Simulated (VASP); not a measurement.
# Mg (a cell with a defect) in VASP: further runs

Mg (a cell with a defect) is run at these levels: PBE; tasks: single point.

All numbers are computed with VASP 6.6.1; they aren't measurements. Logs are shortened: lines on timing, memory, paths and dates and some standing lists are left out, and cuts for length are marked.

### Step 1. The cell of the first run

The cell holds a defect, 15 atoms: a = 6.514 Å, b = 6.514 Å, c = 10.576 Å, α = 90.00°, β = 90.00°, γ = 60.00°.

### Step 2. Single point, PBE

The input, INCAR:

```
SYSTEM = Mg
  PREC = Accurate
  ENCUT = 520
  EDIFF = 1E-7
  ISMEAR = 0
  SIGMA = 0.1
  LREAL = Auto
  LASPH = .TRUE.
  NELM = 100
  ALGO = Normal
  ISIF = 2
  LWAVE = .FALSE.
  LCHARG = .FALSE.
  GGA = PE
  NBANDS = 28
```

The input, KPOINTS:

```
Automatic mesh
0
G
  3 3 2
  0 0 0
```

The input, POSCAR:

```
Mg
1.0
    6.5143765200      0.0000057700      0.0000000000
    3.2571832600      5.6416184400      0.0000000000
    0.0000000000      0.0000000000     10.5762520000
Mg
15
Direct
    0.3491102965      0.3204179802      0.1203517087
    0.1520791452      0.1740814507      0.3732806291
    0.3246490539      0.3387134644      0.6242491196
    0.1731918183      0.1635094628      0.8772394039
    0.3492029359      0.8306958429      0.1203501959
    0.1082491718      0.6960186013      0.3383938847
    0.3246576010      0.8368132615      0.6242324786
    0.1660859556      0.6670814557      0.8751575700
    0.8467784956      0.3266635512      0.1273370756
    0.6427911492      0.1820795401      0.3783787489
    0.8285238002      0.3358389511      0.6266781465
    0.6766566236      0.1583662747      0.8758813614
    0.6428389097      0.6753670656      0.3783752505
    0.8314498862      0.8343811714      0.6218447707
    0.6766880059      0.6651770472      0.8758776739
```

Potentials or basis: VASP PAW PBE potentials, release 64 (Mg).

Started as:

```sh
$ cat potpaw_PBE.64/Mg/POTCAR > POTCAR
$ mpirun -np 1 vasp_std > vasp.out
```

OUTCAR:

```text
SYSTEM = Mg
   PREC = Accurate
   ENCUT = 520
   EDIFF = 1E-7
   ISMEAR = 0
   LREAL = Auto
   LASPH = .TRUE.
   NELM = 100
   ISIF = 2
   GGA = PE

 ion  position               nearest neighbor table
   1  0.349  0.320  0.120-   6 3.15  12 3.18   4 3.18   5 3.19  10 3.19   8 3.25   9 3.25   9 3.26
                             2 3.31   5 3.32
   2  0.152  0.174  0.373-   9 3.12  10 3.22  13 3.22  11 3.24   3 3.27   7 3.27   6 3.29   6 3.29
                            13 3.29  10 3.29   1 3.31   5 3.31
   3  0.325  0.339  0.624-  10 3.16  14 3.22   8 3.24  11 3.24   7 3.24   4 3.25   2 3.27   7 3.27
                            11 3.27  14 3.29  12 3.32   6 3.64
   4  0.173  0.164  0.877-   5 3.18   1 3.18   9 3.22   3 3.25   7 3.25  15 3.25  12 3.25   8 3.26
                             8 3.26  12 3.26  15 3.26  11 3.29
   5  0.349  0.831  0.120-   6 3.15  15 3.18   4 3.18   1 3.19  13 3.19   8 3.25   9 3.25   9 3.26
                             2 3.31   1 3.32
   6  0.108  0.696  0.338-  13 3.13  10 3.13   1 3.15   5 3.15   2 3.29   2 3.29  14 3.38  10 3.44
                            13 3.44   7 3.64   3 3.64
   7  0.325  0.837  0.624-  13 3.16  14 3.22   8 3.24  11 3.24   3 3.24   4 3.25   2 3.27   3 3.27
                            11 3.27  14 3.29  15 3.32   6 3.64
   8  0.166  0.667  0.875-  15 3.19  12 3.19   7 3.24   3 3.24   1 3.25   5 3.25   4 3.26   4 3.26
                            14 3.28  12 3.32  15 3.32
   9  0.847  0.327  0.127-   2 3.12   4 3.22   5 3.25   1 3.25   1 3.26   5 3.26  12 3.27  15 3.27
                            10 3.31  13 3.31
  10  0.643  0.182  0.378-   6 3.13   3 3.16   1 3.19  13 3.21   2 3.22  14 3.24  11 3.25   2 3.29
                            13 3.30   9 3.31   6 3.44
  11  0.829  0.336  0.627-  15 3.23  12 3.23   3 3.24   7 3.24   2 3.24  10 3.25  13 3.25  14 3.26
                            14 3.26   7 3.27   3 3.27   4 3.29
  12  0.677  0.158  0.876-   1 3.18   8 3.19  15 3.21  11 3.23  14 3.25   4 3.25   4 3.26   9 3.27
                            15 3.30   8 3.32   3 3.32
  13  0.643  0.675  0.378-   6 3.13   7 3.16   5 3.19  10 3.21   2 3.22  14 3.24  11 3.25   2 3.29
                            10 3.30   9 3.31   6 3.44
  14  0.831  0.834  0.622-   7 3.22   3 3.22  13 3.24  10 3.24  15 3.25  12 3.25  11 3.26  11 3.26
                             8 3.28   3 3.29   7 3.29   6 3.38
  15  0.677  0.665  0.876-   5 3.18   8 3.19  12 3.21  11 3.23  14 3.25   4 3.25   4 3.26   9 3.27
                            12 3.30   8 3.32   7 3.32

  LATTYP: Found a hexagonal cell.
 ALAT       =     6.5143765175
 C/A-ratio  =     1.6235248257

  Lattice vectors:

 A1 = (  -3.2571832600,  -5.6416184400,   0.0000000000)
 A2 = (   6.5143765200,   0.0000057700,   0.0000000000)
 A3 = (   0.0000000000,   0.0000000000,  10.5762520000)

Analysis of symmetry for initial positions (statically):
=====================================================================
 Subroutine PRICEL returns:
 Original cell was already a primitive cell.

 Routine SETGRP: Setting up the symmetry group for a
 hexagonal supercell.

 Subroutine GETGRP returns: Found  1 space group operations
 (whereof  1 operations were pure point group operations)
 out of a pool of 24 trial point group operations.

The static configuration has the point symmetry C_1 .

Analysis of symmetry for dynamics (positions and initial velocities):
=====================================================================
 Subroutine PRICEL returns:
 Original cell was already a primitive cell.

 Routine SETGRP: Setting up the symmetry group for a
 hexagonal supercell.

 Subroutine GETGRP returns: Found  1 space group operations
 (whereof  1 operations were pure point group operations)
 out of a pool of 24 trial point group operations.

The dynamic configuration has the point symmetry C_1 .

 Subroutine INISYM returns: Found  1 space group operations
 (whereof  1 operations are pure point group operations),
 and found     1 'primitive' translations

----------------------------------------------------------------------------------------

                                     Primitive cell

  volume of cell :     388.6943

  direct lattice vectors                    reciprocal lattice vectors
     6.514376520  0.000005770  0.000000000     0.153506711 -0.088626959  0.000000000
     3.257183260  5.641618440  0.000000000    -0.000000157  0.177254191  0.000000000
     0.000000000  0.000000000 10.576252000     0.000000000  0.000000000  0.094551454

  length of vectors
[... 59 lines left out ...]
 ===========================================

 Found     10 irreducible k-points:

 Following reciprocal coordinates:
            Coordinates               Weight
  0.000000  0.000000  0.000000      1.000000
  0.333333 -0.000000  0.000000      2.000000
  0.333333  0.333333  0.000000      2.000000
  0.000000  0.333333  0.000000      2.000000
 -0.333333  0.333333  0.000000      2.000000
  0.000000  0.000000  0.500000      1.000000
  0.333333 -0.000000  0.500000      2.000000
  0.333333  0.333333  0.500000      2.000000
  0.000000  0.333333  0.500000      2.000000
 -0.333333  0.333333  0.500000      2.000000
   k-points           NKPTS =     10   k-points in BZ     NKDIM =     10   number of bands    NBANDS=     28
   number of dos      NEDOS =    301   number of ions     NIONS =     15
   total plane-waves  NPLWV = 184320
   dimension x,y,z NGX =    48 NGY =   48 NGZ =   80
   dimension x,y,z NGXF=    96 NGYF=   96 NGZF=  160
   ions per type =              15
   NGX,Y,Z   is equivalent  to a cutoff of  12.25, 12.25, 12.58 a.u.
   NGXF,Y,Z  is equivalent  to a cutoff of  24.50, 24.50, 25.15 a.u.
 SYSTEM =  Mg
   PREC   = accura    normal or accurate (medium, high low for compatibility)
   ISTART =      0    job   : 0-new  1-cont  2-samecut
   ICHARG =      2    charge: 1-file 2-atom 10-const
   ISPIN  =      1    spin polarized calculation?
   LNONCOLLINEAR =      F non collinear calculations
   LSORBIT =      F    spin-orbit coupling
   LASPH  =      T    aspherical Exc in radial PAW
   ENCUT  =  520.0 eV  38.22 Ry    6.18 a.u.  12.11 12.11 19.66*2*pi/ulx,y,z
   NELM   =    100;   NELMIN=  2; NELMDL= -5     # of ELM steps
   EDIFF  = 0.1E-06   stopping-criterion for ELM
   LREAL  =      T    real-space projection
   EDIFFG = 0.1E-05   stopping-criterion for IOM
   NSW    =      0    number of steps for IOM
   IBRION =     -1    ionic relax: 0-MD 1-quasi-New 2-CG
   NFREE  =      0    steps in history (QN), initial steepest desc. (CG)
   ISIF   =      2    stress and relaxation
   ISYM   =      2    0-nonsym 1-usesym 2-fastsym
   POTIM  = 0.5000    time-step for ionic-motion
   TEBEG  =    0.0;   TEEND  =   0.0 temperature during run
   PSTRESS=    0.0 pullay stress
   NELECT =      30.0000    total number of electrons
   NUPDOWN=      -1.0000    fix difference up-down
   EMIN   =  10.00;   EMAX   =-10.00  energy-range for DOS
   EFERMI =   0.00;   METHOD = LEGACY
   ISMEAR =     0;   SIGMA  =   0.10  broadening in eV -4-tet -1-fermi 0-gaus
   EFERMI_NEDOS =   21; number of points for ismear=-14 and -15
   IALGO  =     38    algorithm
   IMIX   =      4    mixing-type and parameters
     AMIX     =   0.40;   BMIX     =  1.00
     AMIX_MAG =   1.60;   BMIX_MAG =  1.00
  volume/ion in A,a.u.               =      25.91       174.87
  Fermi-wavevector in a.u.,A,eV,Ry     =   0.697021  1.317179  6.610231  0.485838
  Thomas-Fermi vector in A             =   1.780233
   LORBIT       =      0    0 simple, 1 ext, 2 COOP (PROOUT), +10 PAW based schemes
   GGA     = PE    functional components
   LHFCALC =     F    Hartree Fock is set to
   AEXX    =    0.0000 exact exchange contribution
   IVDW    =     0    specifies the selected vdW correction
   LEPSILON=     F    determine dielectric tensor
   LRPA    =     F    only Hartree local field effects (RPA)
 non-spin polarized calculation
 Gauss-broadening in eV      SIGMA  =   0.10
  energy-cutoff  :      520.00
  volume of cell :      388.69
 maximum number of plane-waves:     10483
   NGX = 25   NGY = 25   NGZ = 39

 number of electron      30.0000000 magnetization

 Free energy of the ion-electron system (eV)
  ---------------------------------------------------
  ext. energy  EPLUGINS =         0.00000000
  ---------------------------------------------------
  free energy    TOTEN  =       -20.98844087 eV

  energy without entropy =      -20.94307015  energy(sigma->0) =      -20.96575551

 E-fermi :   2.0446     XC(G=0):  -8.0855

 val. band max:        2.0089657457   @ k =  -0.3333   0.3333   0.0000
 cond. band min:       2.1287646292   @ k =  -0.3333   0.3333   0.5000
 fundamental gap:      0.1197988836
 Fermi energy:         2.0446294968

 k-point     1 :       0.0000    0.0000    0.0000
  band No.  band energies     occupation
      1      -4.4847      2.00000
      2      -3.2425      2.00000
      3      -2.9944      2.00000
      4      -0.0276      2.00000
      5       0.0184      2.00000
      6       0.0210      2.00000
[... 289 lines left out ...]
     26       4.9284      0.00000
     27       4.9936      0.00000
 [bands above 27 left out]

------------------------ aborting loop because EDIFF is reached ----------------------------------------

  FORCE on cell =-STRESS in cart. coord.  units (eV):
  Direction    XX          YY          ZZ          XY          YZ          ZX
  --------------------------------------------------------------------------------------
  -------------------------------------------------------------------------------------
  Total       -6.3767237     -6.8921580     -2.2374647     -0.4449580      0.4327819     -0.7494773
  in kB      -26.2845197    -28.4091130     -9.2227117     -1.8340935      1.7839042     -3.0893062
  external PRESSURE =     -21.3054481 kB  Pullay stress =       0.0000000 kB

 VOLUME and BASIS-vectors are now :
 -----------------------------------------------------------------------------
  energy-cutoff  :      520.00
  volume of cell :      388.69
      direct lattice vectors                 reciprocal lattice vectors
     6.514376520  0.000005770  0.000000000     0.153506711 -0.088626959  0.000000000
     3.257183260  5.641618440  0.000000000    -0.000000157  0.177254191  0.000000000
     0.000000000  0.000000000 10.576252000     0.000000000  0.000000000  0.094551454

 POSITION                                       TOTAL-FORCE (eV/Angst)
 -----------------------------------------------------------------------------------
      3.31790      1.80768      1.27287        -0.025831      0.023791     -0.009052
      1.55772      0.98210      3.94791         0.002835     -0.001846     -0.005700
      3.21814      1.91089      6.60222        -0.005688      0.000438     -0.021997
      1.66082      0.92246      9.27790        -0.010523      0.005976     -0.004832
      4.98057      4.68647      1.27285        -0.033972      0.010476     -0.009035
      2.97224      3.92667      3.57894         0.122776     -0.070635      0.225322
      4.84060      4.72098      6.60204        -0.003266      0.004932     -0.021842
      3.25475      3.76342      9.25589        -0.004551      0.002922     -0.010983
      6.58024      1.84292      1.34675        -0.021823      0.012773     -0.026156
      4.78045      1.02723      4.00183         0.009612     -0.017555     -0.028697
      6.49120      1.89468      6.62791        -0.003781      0.002230     -0.015325
      4.92382      0.89345      9.26354        -0.015546      0.005853     -0.010632
      6.38749      3.81017      4.00179         0.019727      0.000500     -0.028912
      8.13411      4.70727      6.57679        -0.017076      0.009823     -0.021472
      6.57480      3.75268      9.26350        -0.012892      0.010323     -0.010688
 -----------------------------------------------------------------------------------
    total drift:                                0.001414     -0.001343     -0.000761

  FREE ENERGIE OF THE ION-ELECTRON SYSTEM (eV)
  ---------------------------------------------------
  free  energy   TOTEN  =       -20.9884408728 eV

  energy  without entropy=      -20.9430701471  energy(sigma->0) =      -20.96575551
```

It took 4.8 min on 1 thread of Intel Xeon 8259CL, shared host; peak memory 0.43 GiB.

What came out:

| Item | Value |
| --- | --- |
| Free energy | -20.9884 eV |
| Pressure | -2.1 GPa |
| Largest force | 0.266 eV/Å |
| Band gap on the k mesh | zero (bands 15 and 16 overlap by 1.04 eV) |

Forces in eV/Å, atoms in the order of the input:
```
Mg  -0.026  0.024 -0.009
Mg   0.003 -0.002 -0.006
Mg  -0.006  0.000 -0.022
Mg  -0.011  0.006 -0.005
Mg  -0.034  0.010 -0.009
Mg   0.123 -0.071  0.225
Mg  -0.003  0.005 -0.022
Mg  -0.005  0.003 -0.011
Mg  -0.022  0.013 -0.026
Mg   0.010 -0.018 -0.029
Mg  -0.004  0.002 -0.015
Mg  -0.016  0.006 -0.011
Mg   0.020  0.001 -0.029
Mg  -0.017  0.010 -0.021
Mg  -0.013  0.010 -0.011
```

Levels at points of the mesh, in eV from the Fermi level:
```tsv
k point	band 13	band 14	band 15	band 16	band 17	band 18
(0.00, 0.00, 0.00)	-1.03	-0.97	-0.71	-0.52	-0.51	-0.42
(0.00, 0.00, 0.50)	-1.59	-1.13	-1.13	-0.93	0.82	0.83
```

Caveat: the k points lie up to 0.37 Å⁻¹ apart, too coarse for converged energies and pressures of a metal.

### Step 3. Single point, PBE

The input, INCAR:

```
SYSTEM = Mg
PREC     = Accurate       ! precision mode
ENCUT    = 520            ! plane-wave cutoff, eV
EDIFF    = 1E-6           ! SCF threshold, eV
ISMEAR   = 0              ! smearing method
SIGMA    = 0.1            ! smearing width, eV
LREAL    = Auto         
LASPH    = .True.         ! aspherical terms in the spheres
NELM     = 60             ! most SCF steps
ALGO     = Normal         ! electronic algorithm
ISIF     = 2              ! what is computed and relaxed
LWAVE    = .False.        ! write WAVECAR
LCHARG   = .False.        ! write CHGCAR
GGA      = PE             ! functional
NBANDS   = 28             ! bands
```

The input, KPOINTS:

```
regular mesh
0
Gamma
  3 3 2
  0 0 0
```

The input, POSCAR:

```
Mg
1.0
    6.5143765200      0.0000057700      0.0000000000
    3.2571832600      5.6416184400      0.0000000000
    0.0000000000      0.0000000000     10.5762520000
Mg
15
Direct
    0.3606800338      0.3121885923      0.1177011478
    0.1458971448      0.1772550145      0.3741103181
    0.3215788888      0.3405414891      0.6257037937
    0.1746694431      0.1628568117      0.8764748608
    0.3607624613      0.8275332634      0.1177003914
    0.0537506079      0.7233609882      0.2953612490
    0.3215868184      0.8382185351      0.6256835597
    0.1660203941      0.6671996843      0.8761102704
    0.8529724334      0.3236681278      0.1276078709
    0.6316505302      0.1917757053      0.3814643411
    0.8254694185      0.3374542708      0.6263895754
    0.6788364261      0.1583948104      0.8748681480
    0.6317156293      0.6770026005      0.3814625446
    0.8329011248      0.8337466002      0.6209454918
    0.6788637147      0.6631469538      0.8748614348
```

Potentials or basis: VASP PAW PBE potentials, release 64 (Mg).

Started as:

```sh
$ cat potpaw_PBE.64/Mg/POTCAR > POTCAR
$ mpirun -np 1 vasp_std > vasp.out
```

Run time: 5.3 min. Hardware: 1 thread of Intel Xeon 8259CL, shared host; peak memory 0.43 GiB.

The run converged. Its results:

```
Free energy            : -20.8199 eV
Pressure               : -2.0 GPa
Largest force          : 0.273 eV/Å
Band gap on the k mesh : zero (bands 15 and 16 overlap by 1.21 eV)
```

Forces in eV/Å, atoms in the order of the input:
```
Mg  -0.011  0.006 -0.029
Mg  -0.006  0.004  0.013
Mg  -0.006  0.000 -0.012
Mg  -0.004  0.002  0.000
Mg  -0.011  0.007 -0.028
Mg   0.126 -0.072  0.231
Mg  -0.003  0.005 -0.012
Mg  -0.004  0.002 -0.009
Mg  -0.008  0.005 -0.032
Mg  -0.019  0.013 -0.017
Mg  -0.008  0.004 -0.013
Mg  -0.010  0.001 -0.015
Mg  -0.021  0.009 -0.017
Mg  -0.009  0.005 -0.045
Mg  -0.006  0.008 -0.015
```

Stress tensor (GPa, compression positive):
```
-2.51 -0.32 -0.68
-0.32 -2.88  0.39
-0.68  0.39 -0.70
```

Levels at points of the mesh, in eV from the Fermi level:
| k point | band 11 | band 12 | band 13 | band 14 | band 15 | band 16 | band 17 | band 18 | band 19 | band 20 |
| --- | --- | --- | --- | --- | --- | --- | --- | --- | --- | --- |
| (0.00, 0.00, 0.00) | -1.14 | -1.09 | -0.97 | -0.92 | -0.71 | -0.61 | -0.57 | -0.50 | -0.41 | -0.32 |
| (0.00, 0.00, 0.50) | -1.59 | -1.53 | -1.47 | -1.24 | -1.19 | -1.02 | 0.80 | 0.81 | 0.84 | 0.88 |

Caveat: the k points lie up to 0.37 Å⁻¹ apart, too coarse for converged energies and pressures of a metal.

### Step 4. Single point, PBE

The input, INCAR:

```
SYSTEM = Mg
PREC = Accurate
ENCUT = 520
EDIFF = 1E-6
ISMEAR = 0
SIGMA = 0.1
LREAL = Auto
LASPH = .True.
NELM = 60
ALGO = Normal
ISIF = 2
LWAVE = .False.
LCHARG = .False.
GGA = PE
NBANDS = 28
```

The input, KPOINTS:

```
Automatic mesh
0
Gamma
  3 3 2
  0 0 0
```

The input, POSCAR:

```
Mg
1.0
    6.5143765200      0.0000057700      0.0000000000
    3.2571832600      5.6416184400      0.0000000000
    0.0000000000      0.0000000000     10.5762520000
Mg
15
Direct
    0.3658867326      0.3100943297      0.1192510352
    0.1446369786      0.1780391879      0.3731023996
    0.3186878541      0.3433940423      0.6258400424
    0.1720948370      0.1643221740      0.8743128473
    0.3659429400      0.8247831607      0.1192497115
   -0.0562774460      0.7785541279      0.2052875631
    0.3186979927      0.8386044202      0.6258203757
    0.1646527872      0.6680581273      0.8797498395
    0.8517092446      0.3245157582      0.1265976832
    0.6368525052      0.1896832153      0.3830118647
    0.8228963950      0.3389189241      0.6242335186
    0.6759530858      0.1612436412      0.8750108261
    0.6369373681      0.6742461167      0.3830096900
    0.8315176367      0.8346186918      0.6245980145
    0.6759702850      0.6635454240      0.8750032620
```

Started as:

```sh
$ cat potpaw_PBE.64/Mg/POTCAR > POTCAR
$ mpirun -np 1 vasp_std > vasp.out
```

Run time: 3.6 min. Hardware: 1 thread of Intel Xeon 8259CL, shared host; peak memory 0.43 GiB.

It converged, with:

| Item | Value |
| --- | --- |
| Free energy | -20.8201 eV |
| Pressure | -2.0 GPa |
| Largest force | 0.273 eV/Å |
| Band gap on the k mesh | zero (bands 15 and 16 overlap by 1.20 eV) |

Forces in eV/Å, atoms in the order of the input:
```
Mg   0.018 -0.014  0.018
Mg   0.009 -0.005  0.032
Mg   0.010 -0.001  0.015
Mg   0.007 -0.005  0.013
Mg   0.021 -0.008  0.018
Mg  -0.126  0.073 -0.231
Mg   0.006 -0.008  0.015
Mg   0.009 -0.005  0.045
Mg   0.007 -0.004 -0.013
Mg   0.011 -0.006  0.028
Mg   0.003 -0.002  0.000
Mg   0.006  0.000  0.011
Mg   0.010 -0.007  0.028
Mg   0.004 -0.002  0.009
Mg   0.003 -0.005  0.012
```

Stress tensor (GPa, compression positive):
```
-2.51 -0.32 -0.68
-0.32 -2.88  0.39
-0.68  0.39 -0.70
```

Levels at points of the mesh, in eV from the Fermi level:
```csv
k point,band 13,band 14,band 15,band 16,band 17,band 18
"(0.00, 0.00, 0.00)",-0.97,-0.92,-0.71,-0.61,-0.57,-0.50
"(0.00, 0.00, 0.50)",-1.47,-1.24,-1.19,-1.02,0.80,0.81
```

Caveat: the k points lie up to 0.37 Å⁻¹ apart, too coarse for converged energies and pressures of a metal.

[end of part 1 of 2]
